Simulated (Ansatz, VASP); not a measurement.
MgS: VASP beside Ansatz

```
CELL_PARAMETERS angstrom
0.00000 2.85396 2.80875
2.85396 0.00000 2.80875
2.85396 2.85396 0.00000
ATOMIC_POSITIONS crystal
Mg 0.00000 0.00000 0.00000
S 0.25000 0.25000 0.25000
```

Change from the starting cell: strained cell.

Alike in both runs: functional PBEsol; k mesh 6 × 6 × 6; occupations gaussian, width 0.02 eV; no spin polarisation.

Ansatz relaxed the structure, and its values are those at the end. VASP's run is a single point on that final structure, the one shown.

|  | VASP | Ansatz |
| --- | --- | --- |
| version | VASP 6.6.1 | Ansatz 0.2.0 |
| potentials or method | VASP PAW PBE potentials, release 64 (Mg, S), cutoff 600 eV | scalar-relativistic, plane waves, PAW |
| valence electrons in the cell | 8 | 16 |

|  | VASP | Ansatz | Ansatz less VASP |
| --- | --- | --- | --- |
| gap on the k mesh at the Fermi level (eV) | 3.23 | 3.23 | -0.002 |
| least direct gap on the mesh (eV) | 3.23 | 3.23 | -0.002 |
| pressure (GPa) | -0.8 | -0.8 | +0.07 |

VASP's potentials were made for PBE, not for PBEsol, and Ansatz warns of the same on its side. VASP's potentials hold 8 valence electrons a cell and Ansatz's 16, so a difference there can come from the potentials and not from the codes. Ansatz's warnings: stress scf threshold loose.
